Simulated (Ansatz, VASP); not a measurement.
# One calculation of SiO2, two programs

The input POSCAR:

```
SiO2
1.0
    4.4490898180      0.0000000000      0.0000000000
    0.0000000000      4.4493136969      0.0000000000
    0.0000000000      0.0000000000      2.9917634089
Si O
2 4
Direct
    0.5000000000      0.5000000000      0.5000000000
    0.0000000000      0.0000000000      0.0000000000
    0.3058623572      0.3059582262      0.0000000000
    0.8058623572      0.1940417738      0.5000000000
    0.1941376428      0.8059582262      0.5000000000
    0.6941376428      0.6940417738      0.0000000000
```

Contents of INCAR.step1:

```
PREC = Accurate
ENCUT = 600
ISMEAR = 0
SIGMA = 0.1
LREAL = F
LASPH = T
NELM = 80
GGA = PE
ALGO = Normal
EDIFF = 1E-4
LWAVE = T
LCHARG = F
```

Contents of INCAR.step2:

```
PREC = Accurate
ENCUT = 600
EDIFF = 1E-7
ISMEAR = 0
SIGMA = 0.1
LREAL = F
LASPH = T
NELM = 80
ALGO = Normal
ISIF = 3
LWAVE = F
LCHARG = F
METAGGA = R2SCAN
LMIXTAU = T
IBRION = 2
NSW = 80
EDIFFG = -0.05
ISTART = 1
```

KPOINTS

```
Automatic mesh
0
Gamma
  4 4 6
```

Input for Ansatz:

```yaml
crystal:
  lattice:
    - [4.449089818, 0.0, 0.0]
    - [0.0, 4.4493136969, 0.0]
    - [0.0, 0.0, 2.9917634089]
  atoms:
    - { symbol: Si, position: [0.5, 0.5, 0.5] }
    - { symbol: Si, position: [0.0, 0.0, 0.0] }
    - { symbol: O, position: [0.3058623572, 0.3059582262, 0.0] }
    - { symbol: O, position: [0.8058623572, 0.1940417738, 0.5] }
    - { symbol: O, position: [0.1941376428, 0.8059582262, 0.5] }
    - { symbol: O, position: [0.6941376428, 0.6940417738, 0.0] }
basis:
  ecutwfc: 500
kpoints:
  mp_grid: { grid: [4, 4, 6] }
hamiltonian:
  xc: r2scan
scf:
  occupations: { method: gaussian, width: 0.1 }
output:
  forces: true
  stress: true
  eigenvalues: true
relax:
  adjacent_minimum: "off"
  f_tol: 0.05
  max_steps: 60
  cell: { stress_tol: 0.5 }
```

Alike in both runs: task relaxation of cell and atoms; functional r2SCAN; k mesh 4 × 4 × 6; occupations gaussian, width 0.1 eV; no spin polarisation.

|  | VASP | Ansatz |
| --- | --- | --- |
| version | VASP 6.6.1 | Ansatz 0.2.0 |
| potentials or method | VASP PAW PBE potentials, release 64 (Si, O), cutoff 600 eV | scalar-relativistic, plane waves, PAW |
| valence electrons in the cell | 32 | 32 |

VASP gave:

```
gap on the k mesh at the Fermi level, each at its own relaxed structure (eV) : 6.51
relaxed volume (Å³/atom)                                                     : 7.78
relaxed cell length with the largest relative difference (Å)                 : 2.674
```

Task: What did Ansatz give for the same quantities?

Result: gap on the k mesh at the Fermi level, each at its own relaxed structure (eV): 6.53; relaxed volume (Å³/atom): 7.79; relaxed cell length with the largest relative difference (Å): 2.668.

VASP's potentials were made for PBE, not for r2SCAN.

Noted on VASP's run: the volume moved by over 15 % at a fixed basis, so the end points are rough.
